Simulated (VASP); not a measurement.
# Al in VASP: single point with PBEsol

Aim: the single point of Al with PBEsol.

Program: VASP 6.6.1. These are calculated values, not measurements. Logs are shortened: lines on timing, memory, paths and dates and some standing lists are left out, and cuts for length are marked.

## 1. The cell of the first run

The cell holds a slab with vacuum, 8 atoms: a = 4.181 Å, b = 4.181 Å, c = 29.375 Å, α = 90.00°, β = 90.00°, γ = 90.00°.

## 2. Single point, PBEsol

INCAR

```
PREC = Accurate ; ENCUT = 400
EDIFF = 1E-6 ; ISMEAR = 1
SIGMA = 0.1 ; LREAL = F
LASPH = T ; NELM = 120
ALGO = Normal ; ISIF = 2
LWAVE = F ; LCHARG = T
LDIPOL = T ; IDIPOL = 3
DIPOL = 0.5 0.5 0.689 ; GGA = PS
LELF = T ; LVHAR = T
LVACPOTAV = T ; NBANDS = 22
GGA_COMPAT = F ; NELMDL = -8
```

KPOINTS

```
regular mesh
0
Gamma
  8 8 1
```

POSCAR

```
Al
1.0
    4.1807190589      0.0000000000      0.0000000000
    0.0000000000      4.1807190589      0.0000000000
    0.0000000000      0.0000000000     29.3751833471
Al
8
Direct
    0.5000000000      0.5000000000      0.5620660156
    0.0000000000      0.0000000000      0.5962578509
    0.0000000000      0.5000000000      0.6579970993
    0.5000000000      0.0000000000      0.6579970993
    0.5000000000      0.5000000000      0.7242531498
    0.0000000000      0.0000000000      0.7259693265
    0.0000000000      0.5000000000      0.7923504444
    0.5000000000      0.0000000000      0.7923504444
```

Potentials or basis: VASP PAW PBE potentials, release 64 (Al).

Launch:

```console
> cat potpaw_PBE.64/Al/POTCAR > POTCAR
> mpirun -np 1 vasp_std > vasp.out
```

OUTCAR:

```text
PREC = Accurate
   ENCUT = 400
   EDIFF = 1E-6
   ISMEAR = 1
   LREAL = F
   LASPH = T
   NELM = 120
   ISIF = 2
   GGA = PS
   NELMDL = -8

 ion  position               nearest neighbor table
   1  0.500  0.500  0.562-   2 3.12   2 3.12   2 3.12   2 3.12
   2  0.000  0.000  0.596-   3 2.77   4 2.77   3 2.77   4 2.77   1 3.12   1 3.12   1 3.12   1 3.12

   3  0.000  0.500  0.658-   2 2.77   2 2.77   5 2.86   5 2.86   6 2.89   6 2.89   4 2.96   4 2.96
                             4 2.96   4 2.96
   4  0.500  0.000  0.658-   2 2.77   2 2.77   5 2.86   5 2.86   6 2.89   6 2.89   3 2.96   3 2.96
                             3 2.96   3 2.96
   5  0.500  0.500  0.724-   3 2.86   4 2.86   4 2.86   3 2.86   7 2.89   8 2.89   8 2.89   7 2.89
                             6 2.96   6 2.96   6 2.96   6 2.96
   6  0.000  0.000  0.726-   7 2.86   8 2.86   7 2.86   8 2.86   3 2.89   3 2.89   4 2.89   4 2.89
                             5 2.96   5 2.96   5 2.96   5 2.96
   7  0.000  0.500  0.792-   6 2.86   6 2.86   5 2.89   5 2.89   8 2.96   8 2.96   8 2.96   8 2.96

   8  0.500  0.000  0.792-   6 2.86   6 2.86   5 2.89   5 2.89   7 2.96   7 2.96   7 2.96   7 2.96

  LATTYP: Found a simple tetragonal cell.
 ALAT       =     4.1807190589
 C/A-ratio  =     7.0263471267

  Lattice vectors:

 A1 = (   4.1807190589,   0.0000000000,   0.0000000000)
 A2 = (   0.0000000000,   4.1807190589,   0.0000000000)
 A3 = (   0.0000000000,   0.0000000000,  29.3751833471)

Analysis of symmetry for initial positions (statically):
=====================================================================
 Subroutine PRICEL returns:
 Original cell was already a primitive cell.

 Routine SETGRP: Setting up the symmetry group for a
 simple tetragonal supercell.

 Subroutine GETGRP returns: Found  8 space group operations
 (whereof  8 operations were pure point group operations)
 out of a pool of 16 trial point group operations.

The static configuration has the point symmetry C_4v.

Analysis of symmetry for dynamics (positions and initial velocities):
=====================================================================
 Subroutine PRICEL returns:
 Original cell was already a primitive cell.

 Routine SETGRP: Setting up the symmetry group for a
 simple tetragonal supercell.

 Subroutine GETGRP returns: Found  8 space group operations
 (whereof  8 operations were pure point group operations)
 out of a pool of 16 trial point group operations.

The dynamic configuration has the point symmetry C_4v.

 Subroutine INISYM returns: Found  8 space group operations
 (whereof  8 operations are pure point group operations),
 and found     1 'primitive' translations

----------------------------------------------------------------------------------------

                                     Primitive cell

  volume of cell :     513.4316

  direct lattice vectors                    reciprocal lattice vectors
     4.180719059  0.000000000  0.000000000     0.239193303  0.000000000  0.000000000
     0.000000000  4.180719059  0.000000000     0.000000000  0.239193303  0.000000000
     0.000000000  0.000000000 29.375183347     0.000000000  0.000000000  0.034042341

  length of vectors
     4.180719059  4.180719059 29.375183347     0.239193303  0.239193303  0.034042341

  position of ions in fractional coordinates (direct lattice)
     0.500000000  0.500000000  0.562066016
     0.000000000  0.000000000  0.596257851
     0.000000000  0.500000000  0.657997099
     0.500000000  0.000000000  0.657997099
     0.500000000  0.500000000  0.724253150
     0.000000000  0.000000000  0.725969326
     0.000000000  0.500000000  0.792350444
     0.500000000  0.000000000  0.792350444

  ion indices of the primitive-cell ions
   primitive index   ion index
                 1           1
                 2           2
                 3           3
                 4           4
                 5           5
                 6           6
                 7           7
                 8           8

----------------------------------------------------------------------------------------

 KPOINTS: regular mesh

Automatic generation of k-mesh.
 Grid dimensions read from file:
 generate k-points for:    8    8    1

 Generating k-lattice:

  Cartesian coordinates                     Fractional coordinates (reciprocal lattice)
     0.029899163  0.000000000  0.000000000     0.125000000  0.000000000  0.000000000
     0.000000000  0.029899163  0.000000000     0.000000000  0.125000000  0.000000000
     0.000000000  0.000000000  0.034042341     0.000000000  0.000000000  1.000000000

  Length of vectors
     0.029899163  0.029899163  0.034042341

  Shift w.r.t. Gamma in fractional coordinates (k-lattice)
     0.000000000  0.000000000  0.000000000

 Subroutine IBZKPT returns following result:
 ===========================================

 Found     15 irreducible k-points:

 Following reciprocal coordinates:
            Coordinates               Weight
  0.000000  0.000000  0.000000      1.000000
  0.125000  0.000000  0.000000      4.000000
  0.250000  0.000000  0.000000      4.000000
  0.375000  0.000000  0.000000      4.000000
  0.500000  0.000000  0.000000      2.000000
  0.125000  0.125000  0.000000      4.000000
  0.250000  0.125000  0.000000      8.000000
  0.375000  0.125000  0.000000      8.000000
  0.500000  0.125000  0.000000      4.000000
  0.250000  0.250000  0.000000      4.000000
  0.375000  0.250000  0.000000      8.000000
  0.500000  0.250000  0.000000      4.000000
  0.375000  0.375000  0.000000      4.000000
  0.500000  0.375000  0.000000      4.000000
  0.500000  0.500000  0.000000      1.000000
   k-points           NKPTS =     15   k-points in BZ     NKDIM =     15   number of bands    NBANDS=     22
   number of dos      NEDOS =    301   number of ions     NIONS =      8
   total plane-waves  NPLWV = 150528
   dimension x,y,z NGX =    28 NGY =   28 NGZ =  192
   dimension x,y,z NGXF=    56 NGYF=   56 NGZF=  384
   ions per type =               8
   NGX,Y,Z   is equivalent  to a cutoff of  11.13, 11.13, 10.87 a.u.
   NGXF,Y,Z  is equivalent  to a cutoff of  22.27, 22.27, 21.73 a.u.
 SYSTEM =  unknown system
   PREC   = accura    normal or accurate (medium, high low for compatibility)
   ISTART =      0    job   : 0-new  1-cont  2-samecut
   ICHARG =      2    charge: 1-file 2-atom 10-const
   ISPIN  =      1    spin polarized calculation?
   LNONCOLLINEAR =      F non collinear calculations
   LSORBIT =      F    spin-orbit coupling
   LASPH  =      T    aspherical Exc in radial PAW
   ENCUT  =  400.0 eV  29.40 Ry    5.42 a.u.   6.82  6.82 47.90*2*pi/ulx,y,z
   NELM   =    120;   NELMIN=  2; NELMDL= -8     # of ELM steps
   EDIFF  = 0.1E-05   stopping-criterion for ELM
   LREAL  =      F    real-space projection
   EDIFFG = 0.1E-04   stopping-criterion for IOM
   NSW    =      0    number of steps for IOM
   IBRION =     -1    ionic relax: 0-MD 1-quasi-New 2-CG
   NFREE  =      0    steps in history (QN), initial steepest desc. (CG)
   ISIF   =      2    stress and relaxation
   ISYM   =      2    0-nonsym 1-usesym 2-fastsym
   POTIM  = 0.5000    time-step for ionic-motion
   TEBEG  =    0.0;   TEEND  =   0.0 temperature during run
   PSTRESS=    0.0 pullay stress
   NELECT =      24.0000    total number of electrons
   NUPDOWN=      -1.0000    fix difference up-down
   EMIN   =  10.00;   EMAX   =-10.00  energy-range for DOS
   EFERMI =   0.00;   METHOD = LEGACY
   ISMEAR =     1;   SIGMA  =   0.10  broadening in eV -4-tet -1-fermi 0-gaus
   EFERMI_NEDOS =   21; number of points for ismear=-14 and -15
   IALGO  =     38    algorithm
   IMIX   =      4    mixing-type and parameters
     AMIX     =   0.40;   BMIX     =  1.00
     AMIX_MAG =   1.60;   BMIX_MAG =  1.00
  volume/ion in A,a.u.               =      64.18       433.10
  Fermi-wavevector in a.u.,A,eV,Ry     =   0.589727  1.114423  4.731807  0.347778
  Thomas-Fermi vector in A             =   1.637493
   LORBIT       =      0    0 simple, 1 ext, 2 COOP (PROOUT), +10 PAW based schemes
   GGA     = PS    functional components
   LHFCALC =     F    Hartree Fock is set to
   AEXX    =    0.0000 exact exchange contribution
   IVDW    =     0    specifies the selected vdW correction
   LEPSILON=     F    determine dielectric tensor
   LRPA    =     F    only Hartree local field effects (RPA)
 non-spin polarized calculation
 Methfessel and Paxton  Order N= 1 SIGMA  =   0.10
  energy-cutoff  :      400.00
  volume of cell :      513.43
 maximum number of plane-waves:      9404
 NGX is ok and might be reduce to    28
   NGX = 13   NGY = 13   NGZ = 95

 dipolmoment           0.000000      0.000000     -0.140170 electrons x Angstroem

 number of electron      24.0000001 magnetization

 dipolmoment           0.000000      0.000000      0.032741 electrons x Angstroem

 Free energy of the ion-electron system (eV)
  ---------------------------------------------------
  ext. energy  EPLUGINS =         0.00000000
  ---------------------------------------------------
  free energy    TOTEN  =       -29.46011689 eV

  energy without entropy =      -29.45440436  energy(sigma->0) =      -29.45821271

 E-fermi :  -1.0151     XC(G=0):  -3.4959

 val. band max:       -1.0258656504   @ k =   0.5000   0.5000   0.0000
 cond. band min:      -1.0138519361   @ k =   0.5000   0.5000   0.0000
 fundamental gap:      0.0120137142
 Fermi energy:        -1.0150675370

 k-point     1 :       0.0000    0.0000    0.0000
  band No.  band energies     occupation
      1     -11.2400      2.00000
      2      -9.5841      2.00000
      3      -7.6120      2.00000
      4      -5.2067      2.00000
      5      -3.5262      2.00000
      6      -3.5262      2.00000
[... 14 lines left out ...]
     21       2.2084      0.00000
     22       3.0271      0.00000

 k-point     2 :       0.1250    0.0000    0.0000
  band No.  band energies     occupation
      1     -11.1085      2.00000
      2      -9.4549      2.00000
      3      -7.4836      2.00000
      4      -5.1374      2.00000
      5      -4.8887      2.00000
      6      -3.4048      2.00000
[... 14 lines left out ...]
     21       2.5207      0.00000
     22       2.5423      0.00000

 k-point     3 :       0.2500    0.0000    0.0000
  band No.  band energies     occupation
      1     -10.7149      2.00000
      2      -9.0695      2.00000
      3      -7.1021      2.00000
      4      -6.5642      2.00000
      5      -5.0594      2.00000
      6      -4.5641      2.00000
[... 14 lines left out ...]
     21       2.3182      0.00000
     22       2.7784      0.00000

 k-point     4 :       0.3750    0.0000    0.0000
  band No.  band energies     occupation
      1     -10.0629      2.00000
      2      -8.4536      2.00000
      3      -7.9491      2.00000
      4      -6.4673      2.00000
      5      -6.3272      2.00000
      6      -4.5151      2.00000
[... 14 lines left out ...]
     21       2.4947      0.00000
     22       2.8325      0.00000

 k-point     5 :       0.5000    0.0000    0.0000
  band No.  band energies     occupation
      1      -9.2419      2.00000
      2      -9.0611      2.00000
      3      -7.7020      2.00000
      4      -7.2901      2.00000
      5      -5.6363      2.00000
      6      -5.5107      2.00000
[... 192 lines left out ...]
 k-point    13 :       0.3750    0.3750    0.0000
  band No.  band energies     occupation
      1      -8.8954      2.00000
      2      -7.3296      2.00000
      3      -6.8515      2.00000
      4      -6.7476      2.00000
      5      -5.3422      2.00000
      6      -5.2420      2.00000
[... 14 lines left out ...]
     21       3.5248      0.00000
     22       4.3701      0.00000

 k-point    14 :       0.5000    0.3750    0.0000
  band No.  band energies     occupation
      1      -8.0815      2.00000
      2      -7.9016      2.00000
      3      -6.5983      2.00000
      4      -6.1685      2.00000
      5      -5.9710      2.00000
      6      -5.8355      2.00000
[... 14 lines left out ...]
     21       3.4168      0.00000
     22       3.8607      0.00000

 k-point    15 :       0.5000    0.5000    0.0000
  band No.  band energies     occupation
      1      -7.2694      2.00000
      2      -7.1067      2.00000
      3      -7.1067      2.00000
      4      -6.8893      2.00000
      5      -5.8003      2.00000
      6      -5.4592      2.00000
[... 14 lines left out ...]
     21       3.7010      0.00000
     22       4.4516      0.00000

------------------------ aborting loop because EDIFF is reached ----------------------------------------

  FORCE on cell =-STRESS in cart. coord.  units (eV):
  Direction    XX          YY          ZZ          XY          YZ          ZX
  --------------------------------------------------------------------------------------
  -------------------------------------------------------------------------------------
  Total       -8.4552023     -8.4552023     -1.5780481      0.0000000      0.0000000      0.0000000
  in kB      -26.3846921    -26.3846921     -4.9243426      0.0000000      0.0000000      0.0000000
  external PRESSURE =     -19.2312423 kB  Pullay stress =       0.0000000 kB

 VOLUME and BASIS-vectors are now :
 -----------------------------------------------------------------------------
  energy-cutoff  :      400.00
  volume of cell :      513.43
      direct lattice vectors                 reciprocal lattice vectors
     4.180719059  0.000000000  0.000000000     0.239193303  0.000000000  0.000000000
     0.000000000  4.180719059  0.000000000     0.000000000  0.239193303  0.000000000
     0.000000000  0.000000000 29.375183347     0.000000000  0.000000000  0.034042341

 POSITION                                       TOTAL-FORCE (eV/Angst)
 -----------------------------------------------------------------------------------
      2.09036      2.09036     16.51079        -0.000000     -0.000000      0.990082
      0.00000      0.00000     17.51518        -0.000000     -0.000000     -0.645219
      0.00000      2.09036     19.32879        -0.000000     -0.000000     -0.159815
      2.09036      0.00000     19.32879        -0.000000     -0.000000     -0.159815
      2.09036      2.09036     21.27507        -0.000000      0.000000     -0.020639
      0.00000      0.00000     21.32548        -0.000000     -0.000000     -0.060638
      0.00000      2.09036     23.27544         0.000000     -0.000000      0.028023
      2.09036      0.00000     23.27544        -0.000000      0.000000      0.028023
 -----------------------------------------------------------------------------------
    total drift:                               -0.000000     -0.000000     -0.000020

  FREE ENERGIE OF THE ION-ELECTRON SYSTEM (eV)
  ---------------------------------------------------
  free  energy   TOTEN  =       -29.4601168890 eV

  energy  without entropy=      -29.4544043617  energy(sigma->0) =      -29.45821271

 vacuum level on the upper side and lower side of the slab         3.383         3.044
```

It took 95 s on 1 thread of Intel Xeon 6975P-C (Granite Rapids), shared host; peak memory 0.41 GiB.

Results:

| Quantity | Value |
| --- | --- |
| Free energy | -29.4601 eV |
| Largest force | 0.990 eV/Å |
| Band gap on the k mesh | zero (band 12 reaches -0.58 eV, above the bottom of band 13 at -1.77 eV) |

Forces in eV/Å, atoms in the order of the input:
```
Al   0.000  0.000  0.990
Al   0.000  0.000 -0.645
Al   0.000  0.000 -0.160
Al   0.000  0.000 -0.160
Al   0.000  0.000 -0.021
Al   0.000  0.000 -0.061
Al   0.000  0.000  0.028
Al   0.000  0.000  0.028
```

Levels at points of the mesh, in eV from the Fermi level:
| k point | band 8 | band 9 | band 10 | band 11 | band 12 | band 13 | band 14 | band 15 | band 16 | band 17 |
| --- | --- | --- | --- | --- | --- | --- | --- | --- | --- | --- |
| (0.00, 0.00, 0.00) | -1.47 | -1.16 | -0.93 | -0.93 | 0.27 | 0.41 | 0.90 | 0.97 | 0.97 | 2.04 |
| (0.50, 0.00, 0.00) | -1.96 | -0.68 | -0.46 | -0.16 | 0.20 | 0.68 | 0.74 | 0.75 | 1.34 | 2.20 |
| (0.50, 0.50, 0.00) | -4.06 | -2.88 | -2.50 | -2.41 | -2.41 | -0.01 | -0.01 | 0.00 | 0.12 | 2.05 |

Caveat: the PAW data sets were made with another functional, which shifts forces and pressure a little.
